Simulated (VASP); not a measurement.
# ScAl4N (P-6m2) in VASP: single point with PBE

Aim: the single point of ScAl4N with PBE.

Program: VASP 6.6.1. These are calculated values, not measurements. Logs are shortened: lines on timing, memory, paths and dates and some standing lists are left out, and cuts for length are marked.

## (1) The cell of the first run

It takes space group P-6m2 (No. 187, hexagonal). The conventional cell has a = 5.092 Å, b = 5.092 Å, c = 5.140 Å, α = 90.00°, β = 90.00°, γ = 120.00°. Sc (site symmetry -6m2) has 9 Al at 2.94 to 2.96 Å and 3 N at 2.94 Å within 3.9 Å. Within 3.9 Å of Al (site symmetry -6m2) lie 3 N at 2.94 Å and 3 Sc at 2.94 Å and 6 Al at 2.96 Å. Within 3.3 Å of Al (site symmetry mm2) lie 6 Al at 2.54 to 2.96 Å and 2 Sc at 2.96 Å. N (site symmetry -6m2) has 15 Al at 2.94 to 3.62 Å and 3 Sc at 2.94 Å within 3.9 Å.

## (2) Single point, PBE, collinear spin, ferrimagnetic start

File INCAR:

```
SYSTEM = ScAl4N
ALGO = Normal
EDIFF = 1E-7
ENCUT = 520
GGA = PE
ISIF = 2
ISMEAR = 0
ISPIN = 2
LASPH = .TRUE.
LCHARG = .FALSE.
LMAXMIX = 4
LORBIT = 11
LREAL = .FALSE.
LWAVE = .FALSE.
MAGMOM = -0.18 0 0 0 0 0.96
NBANDS = 27
NELM = 150
PREC = Accurate
SIGMA = 0.1
```

File KPOINTS:

```
k-points
0
G
  12 12 8
  0 0 0
```

File POSCAR:

```
ScAl4N
1.0
    5.0915078401      0.0000000000      0.0000000000
   -2.5457539201      4.4093751331      0.0000000000
    0.0000000000      0.0000000000      5.1399285567
Sc Al N
1 4 1
Direct
    0.0000000000      0.0000000000      0.0000000000
    0.3333333333      0.6666666667      0.0000000000
    0.6680345873      0.8340172936      0.5000000000
    0.1659827064      0.8340172936      0.5000000000
    0.1659827064      0.3319654127      0.5000000000
    0.6666666667      0.3333333333      0.0000000000
```

Potentials or basis: VASP PAW PBE potentials, release 64 (Sc_sv, Al, N).

Run with:

```sh
$ cat potpaw_PBE.64/Sc_sv/POTCAR potpaw_PBE.64/Al/POTCAR potpaw_PBE.64/N/POTCAR > POTCAR
$ mpirun -np 1 vasp_std > vasp.out
```

OUTCAR:

```text
SYSTEM = ScAl4N
   EDIFF = 1E-7
   ENCUT = 520
   GGA = PE
   ISIF = 2
   ISMEAR = 0
   ISPIN = 2
   LASPH = .TRUE.
   LORBIT = 11
   LREAL = .FALSE.
   NELM = 150
   PREC = Accurate

 ion  position               nearest neighbor table
   1  0.000  0.000  0.000-   2 2.94   2 2.94   2 2.94   3 2.96   3 2.96   5 2.96   5 2.96   4 2.96
                             4 2.96
   2  0.333  0.667  0.000-   1 2.94   1 2.94   1 2.94   4 2.96   4 2.96   3 2.96   3 2.96   5 2.96
                             5 2.96
   3  0.668  0.834  0.500-   5 2.54   4 2.54   5 2.56   4 2.56   1 2.96   1 2.96   2 2.96   2 2.96

   4  0.166  0.834  0.500-   3 2.54   5 2.54   3 2.56   5 2.56   1 2.96   1 2.96   2 2.96   2 2.96

   5  0.166  0.332  0.500-   3 2.54   4 2.54   3 2.56   4 2.56   1 2.96   1 2.96   2 2.96   2 2.96

   6  0.667  0.333  0.000-

  LATTYP: Found a hexagonal cell.
 ALAT       =     5.0915078401
 C/A-ratio  =     1.0095100937

  Lattice vectors:

 A1 = (   5.0915078401,   0.0000000000,   0.0000000000)
 A2 = (  -2.5457539201,   4.4093751331,   0.0000000000)
 A3 = (   0.0000000000,   0.0000000000,   5.1399285567)

Analysis of symmetry for initial positions (statically):
=====================================================================
 Subroutine PRICEL returns:
 Original cell was already a primitive cell.

 Routine SETGRP: Setting up the symmetry group for a
 hexagonal supercell.

 Subroutine GETGRP returns: Found 12 space group operations
 (whereof 12 operations were pure point group operations)
 out of a pool of 24 trial point group operations.

The static configuration has the point symmetry D_3h.

Analysis of symmetry for dynamics (positions and initial velocities):
=====================================================================
 Subroutine PRICEL returns:
 Original cell was already a primitive cell.

 Routine SETGRP: Setting up the symmetry group for a
 hexagonal supercell.

 Subroutine GETGRP returns: Found 12 space group operations
 (whereof 12 operations were pure point group operations)
 out of a pool of 24 trial point group operations.

The dynamic configuration has the point symmetry D_3h.

Analysis of structural, dynamic, and magnetic symmetry:
=====================================================================
 Subroutine PRICEL returns:
 Original cell was already a primitive cell.

 Routine SETGRP: Setting up the symmetry group for a
 hexagonal supercell.

 Subroutine GETGRP returns: Found 12 space group operations
 (whereof 12 operations were pure point group operations)
 out of a pool of 24 trial point group operations.

The overall configuration has the point symmetry D_3h.

[... 146 lines left out ...]

 Free energy of the ion-electron system (eV)
  ---------------------------------------------------
  ext. energy  EPLUGINS =         0.00000000
  ---------------------------------------------------
  free energy    TOTEN  =       -24.72694113 eV

  energy without entropy =      -24.70048781  energy(sigma->0) =      -24.71371447

 E-fermi :   4.7612     XC(G=0):  -9.5200

 val. band max:        4.7606570568   @ k =   0.0833   0.0833   0.3750
 cond. band min:       4.7621082230   @ k =   0.3333   0.3333   0.5000
 fundamental gap:      0.0014511662
 Fermi energy:         4.7612130102

 spin component 1

 k-point     1 :       0.0000    0.0000    0.0000
  band No.  band energies     occupation
      1     -44.8272      1.00000
      2     -23.4848      1.00000
      3     -23.4848      1.00000
      4     -23.4112      1.00000
      5      -8.1388      1.00000
      6      -4.0178      1.00000
[... 685 lines left out ...]
     25      10.6442      0.00000
     26      10.7149      0.00000

 [... further k-points ...]

 spin component 2

 k-point     1 :       0.0000    0.0000    0.0000
  band No.  band energies     occupation
      1     -44.9634      1.00000
      2     -23.6191      1.00000
      3     -23.6191      1.00000
      4     -23.5665      1.00000
      5      -6.9444      1.00000
      6      -3.9188      1.00000
[... 685 lines left out ...]
     25      10.5975      0.00000
     26      10.7750      0.00000

 [... further k-points ...]

 [bands above 26 left out]

------------------------ aborting loop because EDIFF is reached ----------------------------------------

  FORCE on cell =-STRESS in cart. coord.  units (eV):
  Direction    XX          YY          ZZ          XY          YZ          ZX
  --------------------------------------------------------------------------------------
  -------------------------------------------------------------------------------------
  Total        0.0051439      0.0051439      0.0224438     -0.0000000      0.0000000      0.0000000
  in kB        0.0714199      0.0714199      0.3116208     -0.0000000      0.0000000      0.0000000
  external PRESSURE =       0.1514869 kB  Pullay stress =       0.0000000 kB

 VOLUME and BASIS-vectors are now :
 -----------------------------------------------------------------------------
  energy-cutoff  :      520.00
  volume of cell :      115.39
      direct lattice vectors                 reciprocal lattice vectors
     5.091507840  0.000000000  0.000000000     0.196405472  0.113394752  0.000000000
    -2.545753920  4.409375133  0.000000000     0.000000000  0.226789504  0.000000000
     0.000000000  0.000000000  5.139928557     0.000000000  0.000000000  0.194555233

 POSITION                                       TOTAL-FORCE (eV/Angst)
 -----------------------------------------------------------------------------------
      0.00000      0.00000      0.00000         0.000000     -0.000000     -0.000000
     -0.00000      2.93958      0.00000        -0.000000     -0.000000     -0.000000
      1.27810      3.67750      2.56996        -0.005229     -0.003019      0.000000
     -1.27810      3.67750      2.56996         0.005229     -0.003019      0.000000
      0.00000      1.46376      2.56996        -0.000000      0.006037      0.000000
      2.54575      1.46979      0.00000         0.000000      0.000000     -0.000000
 -----------------------------------------------------------------------------------
    total drift:                                0.000000     -0.000000      0.000000

  FREE ENERGIE OF THE ION-ELECTRON SYSTEM (eV)
  ---------------------------------------------------
  free  energy   TOTEN  =       -24.7269411271 eV

  energy  without entropy=      -24.7004878073  energy(sigma->0) =      -24.71371447

 total charge

# of ion       s       p       d       tot
------------------------------------------
    1        2.215   6.120   1.019   9.354
    2        0.481   0.265   0.000   0.746
    3        0.471   0.366   0.000   0.837
    4        0.471   0.366   0.000   0.837
    5        0.471   0.366   0.000   0.837
    6        1.339   1.996   0.000   3.335
--------------------------------------------------
tot          5.447   9.478   1.019  15.945

 magnetization (x)

# of ion       s       p       d       tot
------------------------------------------
    1       -0.005  -0.011  -0.157  -0.173
    2        0.003  -0.018   0.000  -0.014
    3        0.006  -0.002   0.000   0.004
    4        0.006  -0.002   0.000   0.004
    5        0.006  -0.002   0.000   0.004
    6        0.015   0.618   0.000   0.633
--------------------------------------------------
tot          0.030   0.583  -0.157   0.457
```

OSZICAR:

```text
N       E                     dE             d eps       ncg     rms          rms(c)
DAV:   1     0.162579645895E+03    0.16258E+03   -0.10548E+04 10276   0.887E+02
DAV:   2    -0.103940308430E+02   -0.17297E+03   -0.16515E+03 10295   0.256E+02
DAV:   3    -0.268334210718E+02   -0.16439E+02   -0.14588E+02 15607   0.624E+01
DAV:   4    -0.279174894674E+02   -0.10841E+01   -0.10678E+01 14792   0.169E+01
[... 17 lines left out ...]
DAV:  22    -0.247269406818E+02   -0.40733E-05   -0.36385E-05 14270   0.225E-02    0.504E-03
DAV:  23    -0.247269411144E+02   -0.43260E-06   -0.26909E-06 12330   0.789E-03    0.145E-03
DAV:  24    -0.247269409645E+02    0.14989E-06   -0.53471E-07 10173   0.327E-03    0.191E-03
DAV:  25    -0.247269410685E+02   -0.10400E-06   -0.15733E-07  6479   0.175E-03    0.139E-03
DAV:  26    -0.247269411271E+02   -0.58551E-07   -0.20917E-07  7975   0.178E-03
   1 F= -.24726941E+02 E0= -.24713714E+02  d E =-.264533E-01  mag=     0.5410
```

stdout:

```text
POSCAR found type information on POSCAR ScAlN
 POSCAR found :  3 types and       6 ions
 scaLAPACK will be used
 LDA part: xc-table for (Slater+PW92), standard interpolation
 POSCAR, INCAR and KPOINTS ok, starting setup
 FFT: planning ... GRIDC
 FFT: planning ... GRID_SOFT
 FFT: planning ... GRID
 WAVECAR not read
 entering main loop
```

Wall time 20 min (1 thread of Oxide Virtual Turin-like, shared host); peak memory 0.56 GiB.

What came out:

| Property | Result |
| --- | --- |
| Free energy | -24.7269 eV |
| Pressure | 0.0 GPa |
| Largest force | 0.006 eV/Å |
| Net moment | 0.54 μB per cell |
| Site moments | Sc -0.17; Al -0.01, +0.00 (each value once); N +0.63 μB |
| Valence electrons inside the program's atomic spheres | Sc 9.35; Al 0.75, 0.84 (each value once); N 3.33 |

Forces on the atoms (eV/Å):
```
Sc   0.000  0.000  0.000
Al   0.000  0.000  0.000
Al  -0.005 -0.003  0.000
Al   0.005 -0.003  0.000
Al   0.000  0.006  0.000
N    0.000  0.000  0.000
```
